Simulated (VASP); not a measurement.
# P in VASP: further runs, part 2 of 2

VASP 6.6.1. The steps go on from the part before.

## Step 3: Single point, PBE+D3(BJ)

This run uses another cell than the first one: it holds 8 atoms, not 4.

INCAR

```
SYSTEM = P
ALGO = Normal
DIPOL = 0.5 0.5 0.289
EDIFF = 1E-6
ENCUT = 520
GGA = PE
IDIPOL = 3
ISIF = 2
ISMEAR = 0
IVDW = 12
LASPH = .True.
LCHARG = .False.
LDIPOL = .True.
LREAL = .False.
LWAVE = .False.
NBANDS = 30
NELM = 60
PREC = Accurate
SIGMA = 0.1
```

KPOINTS

```
k-points
0
Gamma
  6 6 1
  0 0 0
```

POSCAR

```
P
1.0
    6.5136472685      0.0000000000      0.0000000000
   -1.6284118171      2.8204920029      0.0000000000
    0.0000000000      0.0000000000     34.6378032000
P
8
Direct
    0.3333333333      0.3333333333      0.2405960193
    0.8333333333      0.3333333333      0.2405960193
    0.1666666667      0.6666666667      0.2047083685
    0.6666666667      0.6666666667      0.2047083685
    0.5000000000      0.0000000000      0.3368078040
    0.0000000000      0.0000000000      0.3368078040
    0.1666666667      0.6666666667      0.3726954549
    0.6666666667      0.6666666667      0.3726954549
```

Potentials or basis: VASP PAW PBE potentials, release 64 (P).

Run with:

```sh
$ cat potpaw_PBE.64/P/POTCAR > POTCAR
$ mpirun -np 1 vasp_std > vasp.out
```

OUTCAR:

```text
SYSTEM = P
   EDIFF = 1E-6
   ENCUT = 520
   GGA = PE
   ISIF = 2
   ISMEAR = 0
   IVDW = 12
   LASPH = .True.
   LREAL = .False.
   NELM = 60
   PREC = Accurate
 IVDW          = 12

 ion  position               nearest neighbor table
   1  0.333  0.333  0.241-   3 2.25   3 2.25   4 2.25
   2  0.833  0.333  0.241-   4 2.25   4 2.25   3 2.25
   3  0.167  0.667  0.205-   1 2.25   1 2.25   2 2.25
   4  0.667  0.667  0.205-   2 2.25   2 2.25   1 2.25
   5  0.500  0.000  0.337-   7 2.25   8 2.25   8 2.25
   6  0.000  0.000  0.337-   8 2.25   7 2.25   7 2.25
   7  0.167  0.667  0.373-   5 2.25   6 2.25   6 2.25
   8  0.667  0.667  0.373-   6 2.25   5 2.25   5 2.25

  Warning from LATTYP: Monoclinic adjustment (A1->A3, A2->A1, A3->A2)!
  LATTYP: Found a simple orthorhombic cell.
 ALAT       =     3.2568236342
 B/A-ratio  =     1.7320508076
 C/A-ratio  =    10.6354556126

  Lattice vectors:

 A1 = (   1.6284118171,  -2.8204920029,   0.0000000000)
 A2 = (   4.8852354514,   2.8204920029,   0.0000000000)
 A3 = (   0.0000000000,   0.0000000000,  34.6378032000)

Analysis of symmetry for initial positions (statically):
=====================================================================
 Subroutine PRICEL returns following result:

  LATTYP: Found a hexagonal cell.
 ALAT       =     3.2568236343
 C/A-ratio  =    10.6354556126

  Lattice vectors:

 A1 = (   3.2568236343,   0.0000000000,   0.0000000000)
 A2 = (  -1.6284118171,   2.8204920029,   0.0000000000)
 A3 = (   0.0000000000,   0.0000000000,  34.6378032000)

   2 primitive cells build up your supercell.

 Routine SETGRP: Setting up the symmetry group for a
 simple orthorhombic supercell.

 Subroutine GETGRP returns: Found  4 space group operations
 (whereof  2 operations were pure point group operations)
 out of a pool of  8 trial point group operations.

The static configuration has the point symmetry C_1h.
 The point group associated with its full space group is C_2h.

Analysis of symmetry for dynamics (positions and initial velocities):
=====================================================================
 Subroutine PRICEL returns following result:

  LATTYP: Found a hexagonal cell.
 ALAT       =     3.2568236343
 C/A-ratio  =    10.6354556126

  Lattice vectors:

 A1 = (   3.2568236343,   0.0000000000,   0.0000000000)
 A2 = (  -1.6284118171,   2.8204920029,   0.0000000000)
 A3 = (   0.0000000000,   0.0000000000,  34.6378032000)

   2 primitive cells build up your supercell.

 Routine SETGRP: Setting up the symmetry group for a
 simple orthorhombic supercell.

 Subroutine GETGRP returns: Found  4 space group operations
 (whereof  2 operations were pure point group operations)
 out of a pool of  8 trial point group operations.

The dynamic configuration has the point symmetry C_1h.
 The point group associated with its full space group is C_2h.

 Subroutine INISYM returns: Found  4 space group operations
 (whereof  2 operations are pure point group operations),
 and found     2 'primitive' translations

----------------------------------------------------------------------------------------

                                     Primitive cell
[... 68 lines left out ...]
   k-points           NKPTS =     16   k-points in BZ     NKDIM =     16   number of bands    NBANDS=     30
   number of dos      NEDOS =    301   number of ions     NIONS =      8
   total plane-waves  NPLWV = 311040
   dimension x,y,z NGX =    48 NGY =   24 NGZ =  270
   dimension x,y,z NGXF=    96 NGYF=   48 NGZF=  540
   ions per type =               8
   NGX,Y,Z   is equivalent  to a cutoff of  12.25, 12.25, 12.96 a.u.
   NGXF,Y,Z  is equivalent  to a cutoff of  24.50, 24.50, 25.92 a.u.
 SYSTEM =  P
   PREC   = accura    normal or accurate (medium, high low for compatibility)
   ISTART =      0    job   : 0-new  1-cont  2-samecut
   ICHARG =      2    charge: 1-file 2-atom 10-const
   ISPIN  =      1    spin polarized calculation?
   LNONCOLLINEAR =      F non collinear calculations
   LSORBIT =      F    spin-orbit coupling
   LASPH  =      T    aspherical Exc in radial PAW
   ENCUT  =  520.0 eV  38.22 Ry    6.18 a.u.  12.11  6.06 64.40*2*pi/ulx,y,z
   NELM   =     60;   NELMIN=  2; NELMDL= -5     # of ELM steps
   EDIFF  = 0.1E-05   stopping-criterion for ELM
   LREAL  =      F    real-space projection
   EDIFFG = 0.1E-04   stopping-criterion for IOM
   NSW    =      0    number of steps for IOM
   IBRION =     -1    ionic relax: 0-MD 1-quasi-New 2-CG
   NFREE  =      0    steps in history (QN), initial steepest desc. (CG)
   ISIF   =      2    stress and relaxation
   ISYM   =      2    0-nonsym 1-usesym 2-fastsym
   POTIM  = 0.5000    time-step for ionic-motion
   TEBEG  =    0.0;   TEEND  =   0.0 temperature during run
   PSTRESS=    0.0 pullay stress
   NELECT =      40.0000    total number of electrons
   NUPDOWN=      -1.0000    fix difference up-down
   EMIN   =  10.00;   EMAX   =-10.00  energy-range for DOS
   EFERMI =   0.00;   METHOD = LEGACY
   ISMEAR =     0;   SIGMA  =   0.10  broadening in eV -4-tet -1-fermi 0-gaus
   EFERMI_NEDOS =   21; number of points for ismear=-14 and -15
   IALGO  =     38    algorithm
   IMIX   =      4    mixing-type and parameters
     AMIX     =   0.40;   BMIX     =  1.00
     AMIX_MAG =   1.60;   BMIX_MAG =  1.00
  volume/ion in A,a.u.               =      79.54       536.79
  Fermi-wavevector in a.u.,A,eV,Ry     =   0.650921  1.230063  5.764765  0.423698
  Thomas-Fermi vector in A             =   1.720355
   LORBIT       =      0    0 simple, 1 ext, 2 COOP (PROOUT), +10 PAW based schemes
   GGA     = PE    functional components
   LHFCALC =     F    Hartree Fock is set to
   AEXX    =    0.0000 exact exchange contribution
   IVDW    =    12    specifies the selected vdW correction
   LEPSILON=     F    determine dielectric tensor
   LRPA    =     F    only Hartree local field effects (RPA)
 non-spin polarized calculation
 Gauss-broadening in eV      SIGMA  =   0.10
  energy-cutoff  :      520.00
  volume of cell :      636.35
 maximum number of plane-waves:     17248
   NGX = 25   NGY = 13   NGZ =129

 dipolmoment           0.000000      0.000000      0.000000 electrons x Angstroem

 number of electron      39.9999991 magnetization

 dipolmoment           0.000000      0.000000     -0.000001 electrons x Angstroem

 Free energy of the ion-electron system (eV)
  ---------------------------------------------------
  ext. energy  EPLUGINS =         0.00000000
  ---------------------------------------------------
  free energy    TOTEN  =       -42.77031962 eV

  energy without entropy =      -42.77031962  energy(sigma->0) =      -42.77031962

 E-fermi :  -2.4014     XC(G=0):  -2.7825

 val. band max:       -2.9087211153   @ k =   0.1667   0.1667   0.0000
 cond. band min:      -1.6574358302   @ k =   0.3333   0.0000   0.0000
 fundamental gap:      1.2512852851
 Fermi energy:        -2.4014499062

 k-point     1 :       0.0000    0.0000    0.0000
  band No.  band energies     occupation
      1     -17.6846      2.00000
      2     -17.6124      2.00000
      3     -14.4653      2.00000
      4     -14.4602      2.00000
      5     -12.4714      2.00000
      6     -12.3879      2.00000
[... 517 lines left out ...]
     29       2.7067      0.00000
     30       2.7095      0.00000

------------------------ aborting loop because EDIFF is reached ----------------------------------------

 vacuum level on the upper side and lower side of the slab       (xc-potential included)        -0.005        -0.005

 Edisp (eV)   -2.12309

 E8    (eV) :    -0.8316

  FORCE on cell =-STRESS in cart. coord.  units (eV):
  Direction    XX          YY          ZZ          XY          YZ          ZX
  --------------------------------------------------------------------------------------
  -------------------------------------------------------------------------------------
  Total      -0.30681    -0.08245    -0.54464    -0.19430    -0.00852    -0.01475
  in kB      -0.77247    -0.20760    -1.37127    -0.48920    -0.02144    -0.03714
  external pressure =       -0.78 kB  Pullay stress =        0.00 kB

 VOLUME and BASIS-vectors are now :
 -----------------------------------------------------------------------------
  energy-cutoff  :      520.00
  volume of cell :      636.35
      direct lattice vectors                 reciprocal lattice vectors
     6.513647268  0.000000000  0.000000000     0.153523818  0.088637018  0.000000000
    -1.628411817  2.820492003  0.000000000     0.000000000  0.354548071  0.000000000
     0.000000000  0.000000000 34.637803200     0.000000000  0.000000000  0.028870191

 POSITION                                       TOTAL-FORCE (eV/Angst)
 -----------------------------------------------------------------------------------
      1.62841      0.94016      8.33372        -0.001986     -0.001147     -0.104767
      4.88524      0.94016      8.33372        -0.001986     -0.001147     -0.104767
      0.00000      1.88033      7.09065         0.002404      0.001388      0.104264
      3.25682      1.88033      7.09065         0.002404      0.001388      0.104264
      3.25682      0.00000     11.66628         0.001986      0.001147      0.104767
      0.00000      0.00000     11.66628         0.001986      0.001147      0.104767
      0.00000      1.88033     12.90935        -0.002404     -0.001388     -0.104264
      3.25682      1.88033     12.90935        -0.002404     -0.001388     -0.104264
 -----------------------------------------------------------------------------------
    total drift:                               -0.000000     -0.000000     -0.000009

  FREE ENERGIE OF THE ION-ELECTRON SYSTEM (eV)
  ---------------------------------------------------
  free  energy   TOTEN  =       -44.8934122445 eV

  energy  without entropy=      -44.8934122445  energy(sigma->0) =      -44.89341224

 vacuum level on the upper side and lower side of the slab         2.717         2.717
```

Wall time 10 min (1 thread of Intel Xeon 8259CL, shared host); peak memory 0.73 GiB.

Results:

```
Free energy                : -44.8934 eV
Largest force              : 0.105 eV/Å
Band gap on the k mesh     : 1.25 eV
Dispersion energy per atom : -0.265 eV
```

Forces in eV/Å, atoms in the order of the input:
```
P   -0.002 -0.001 -0.105
P   -0.002 -0.001 -0.105
P    0.002  0.001  0.104
P    0.002  0.001  0.104
P    0.002  0.001  0.105
P    0.002  0.001  0.105
P   -0.002 -0.001 -0.104
P   -0.002 -0.001 -0.104
```

Levels at points of the mesh, in eV from the valence-band top:
```
           k point  band 16  band 17  band 18  band 19  band 20  band 21  band 22  band 23  band 24  band 25
(0.00, 0.00, 0.00)    -0.58    -0.58    -0.57    -0.57    -0.14     1.42     1.62     2.38     3.41     3.41
(0.50, 0.00, 0.00)    -1.93    -1.11    -1.11    -0.10    -0.10     1.75     1.75     1.89     1.89     4.29
(0.00, 0.50, 0.00)    -2.75    -2.27    -2.27    -1.62    -1.62     1.42     1.42     1.62     1.62     2.38
(0.50, 0.50, 0.00)    -3.44    -1.34    -1.34    -1.10    -1.10     2.22     2.22     2.59     2.59     3.11
```
